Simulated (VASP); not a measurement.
# AgCl in VASP: settings compared, part 2 of 2

VASP 6.6.1.

### Step 3. Single point, r2SCAN (epitaxial xy strain +5.8%)

Contents of POSCAR:

```
AgCl
1.0
    4.1422767697      0.0000000000      0.1831199253
    0.0000000000      4.1471104063      0.0000000000
   -0.2887366063      0.0000000000      5.2365267091
Ag Cl
2 2
Direct
    0.2500548767      0.2500000000      0.2500031849
    0.7499451233      0.7500000000      0.7499968151
    0.7500376899      0.7500000000      0.2499964645
    0.2499623101      0.2500000000      0.7500035355
```

Contents of INCAR.step1:

```
  ALGO = Normal
  EDIFF = 1E-4
  ENCUT = 520
  GGA = PE
  ISMEAR = 0
  LASPH = T
  LCHARG = F
  LREAL = F
  LWAVE = T
  NBANDS = 26
  NELM = 60
  PREC = Accurate
  SIGMA = 0.01
```

Contents of INCAR.step2:

```
  ALGO = Normal
  EDIFF = 1E-6
  ENCUT = 520
  ISIF = 2
  ISMEAR = 0
  ISTART = 1
  LASPH = T
  LCHARG = F
  LMIXTAU = T
  LREAL = F
  LWAVE = F
  METAGGA = R2SCAN
  NBANDS = 26
  NELM = 60
  PREC = Accurate
  SIGMA = 0.01
```

Contents of KPOINTS:

```
k-points
0
Gamma
  6 6 6
```

Potentials or basis: VASP PAW PBE potentials, release 64 (Ag, Cl).

Run with:

```sh
cat potpaw_PBE.64/Ag/POTCAR potpaw_PBE.64/Cl/POTCAR > POTCAR
cp INCAR.step1 INCAR
mpirun -np 1 vasp_std > vasp.out
cp INCAR.step2 INCAR
mpirun -np 1 vasp_std > vasp.out
```

OUTCAR:

```text
EDIFF = 1E-6
   ENCUT = 520
   ISIF = 2
   ISMEAR = 0
   ISTART = 1
   LASPH = T
   LREAL = F
   METAGGA = R2SCAN
   NELM = 60
   PREC = Accurate

 ion  position               nearest neighbor table
   1  0.250  0.250  0.250-   4 2.62   4 2.62   3 2.93   3 2.93   3 2.93   3 2.93
   2  0.750  0.750  0.750-   3 2.62   3 2.62   4 2.93   4 2.93   4 2.93   4 2.93
   3  0.750  0.750  0.250-   2 2.62   2 2.62   1 2.93   1 2.93   1 2.93   1 2.93
   4  0.250  0.250  0.750-   1 2.62   1 2.62   2 2.93   2 2.93   2 2.93   2 2.93

  LATTYP: Found a simple monoclinic cell.
 ALAT       =     4.1463224361
 B/A-ratio  =     1.0001900408
 C/A-ratio  =     1.2648512184
 COS(beta)  =    -0.0109041704

  Lattice vectors:

 A1 = (   4.1422767697,   0.0000000000,   0.1831199253)
 A2 = (   0.0000000000,   4.1471104063,   0.0000000000)
 A3 = (  -0.2887366063,   0.0000000000,   5.2365267091)

Analysis of symmetry for initial positions (statically):
=====================================================================
 Subroutine PRICEL returns:
 Original cell was already a primitive cell.

[... 169 lines left out ...]
  ext. energy  EPLUGINS =         0.00000000
  ---------------------------------------------------
  free energy    TOTEN  =       -57.21109150 eV

  energy without entropy =      -57.21109150  energy(sigma->0) =      -57.21109150

 E-fermi :   3.2044     XC(G=0): -10.1899

 val. band max:        3.1585137097   @ k =   0.5000   0.0000   0.5000
 cond. band min:       4.3677345548   @ k =   0.0000   0.0000   0.0000
 fundamental gap:      1.2092208451
 Fermi energy:         3.2043886433

 k-point     1 :       0.0000    0.0000    0.0000
  band No.  band energies     occupation
      1     -12.6607      2.00000
      2     -12.2178      2.00000
      3      -1.3069      2.00000
      4      -0.1671      2.00000
      5      -0.1657      2.00000
      6       0.3203      2.00000
[... 685 lines left out ...]
     25      12.9091      0.00000
     26      14.2590      0.00000

 [... further k-points ...]
[... 5 lines left out ...]
  --------------------------------------------------------------------------------------
  -------------------------------------------------------------------------------------
  Total       -1.2388260     -1.2382168     -0.1071150      0.0000000      0.0000000     -0.0181138
  in kB      -22.0107843    -21.9999618     -1.9031606      0.0000000      0.0000000     -0.3218357
  external PRESSURE =     -15.3046355 kB  Pullay stress =       0.0000000 kB

 VOLUME and BASIS-vectors are now :
 -----------------------------------------------------------------------------
  energy-cutoff  :      520.00
  volume of cell :       90.17
      direct lattice vectors                 reciprocal lattice vectors
     4.142276770  0.000000000  0.183119925     0.240826102  0.000000000  0.013278899
     0.000000000  4.147110406  0.000000000     0.000000000  0.241131752  0.000000000
    -0.288736606  0.000000000  5.236526709    -0.008421624  0.000000000  0.190501916

 POSITION                                       TOTAL-FORCE (eV/Angst)
 -----------------------------------------------------------------------------------
      0.96361      1.03678      1.35494        -0.000023      0.000000      0.000024
      2.88993      3.11033      4.06471         0.000023      0.000000     -0.000024
      3.03468      3.11033      1.44646        -0.000108      0.000000      0.000052
      0.81886      1.03678      3.97319         0.000108     -0.000000     -0.000052
 -----------------------------------------------------------------------------------
    total drift:                               -0.000000     -0.000000      0.000000

  FREE ENERGIE OF THE ION-ELECTRON SYSTEM (eV)
  ---------------------------------------------------
  free  energy   TOTEN  =       -57.2110915026 eV

  energy  without entropy=      -57.2110915026  energy(sigma->0) =      -57.21109150
```

OUTCAR.step1:

```text
EDIFF = 1E-4
   ENCUT = 520
   GGA = PE
   ISMEAR = 0
[... 929 lines left out ...]
      0.96361      1.03678      1.35494        -0.000032      0.000000      0.000025
      2.88993      3.11033      4.06471         0.000032     -0.000000     -0.000025
      3.03468      3.11033      1.44646        -0.000106      0.000000      0.000052
      0.81886      1.03678      3.97319         0.000106     -0.000000     -0.000052
 -----------------------------------------------------------------------------------
    total drift:                               -0.000000     -0.000000      0.000000

  FREE ENERGIE OF THE ION-ELECTRON SYSTEM (eV)
  ---------------------------------------------------
  free  energy   TOTEN  =       -10.7689204093 eV

  energy  without entropy=      -10.7689204093  energy(sigma->0) =      -10.76892041
```

OSZICAR.step1:

```text
N       E                     dE             d eps       ncg     rms          rms(c)
DAV:   1     0.234102893042E+03    0.23410E+03   -0.17449E+04  4160   0.127E+03
DAV:   2     0.208448702194E+01   -0.23202E+03   -0.22126E+03  4732   0.277E+02
DAV:   3    -0.110266546511E+02   -0.13111E+02   -0.13012E+02  5036   0.667E+01
DAV:   4    -0.111705124111E+02   -0.14386E+00   -0.14373E+00  4560   0.765E+00
DAV:   5    -0.111726466071E+02   -0.21342E-02   -0.21341E-02  4802   0.956E-01    0.796E+00
DAV:   6    -0.107754000414E+02    0.39725E+00   -0.70635E-01  4494   0.827E+00    0.535E+00
DAV:   7    -0.107711611249E+02    0.42389E-02   -0.30071E-01  4270   0.302E+00    0.248E+00
DAV:   8    -0.107685524554E+02    0.26087E-02   -0.14534E-02  4480   0.102E+00    0.445E-01
DAV:   9    -0.107687430074E+02   -0.19055E-03   -0.27274E-03  4534   0.499E-01    0.606E-02
DAV:  10    -0.107688616938E+02   -0.11869E-03   -0.21144E-04  3390   0.950E-02    0.412E-02
DAV:  11    -0.107689204093E+02   -0.58715E-04   -0.62391E-05  2976   0.599E-02
   1 F= -.10768920E+02 E0= -.10768920E+02  d E =-.627203E-63
```

It took 4.4 min on 1 thread of Intel Xeon 6975P-C (Granite Rapids), shared host; peak memory 0.31 GiB.

What came out:

```
Free energy            : -57.2111 eV
Pressure               : -1.5 GPa
Band gap on the k mesh : 1.21 eV
```

Stress tensor (GPa, compression positive):
```
-2.20  0.00 -0.03
 0.00 -2.20  0.00
-0.03  0.00 -0.19
```

Caveat: the cell differs from its parent crystal (epitaxial xy strain +5.8%); the PAW data sets were made with another functional, which shifts forces and pressure a little. A k mesh can miss the band edges.
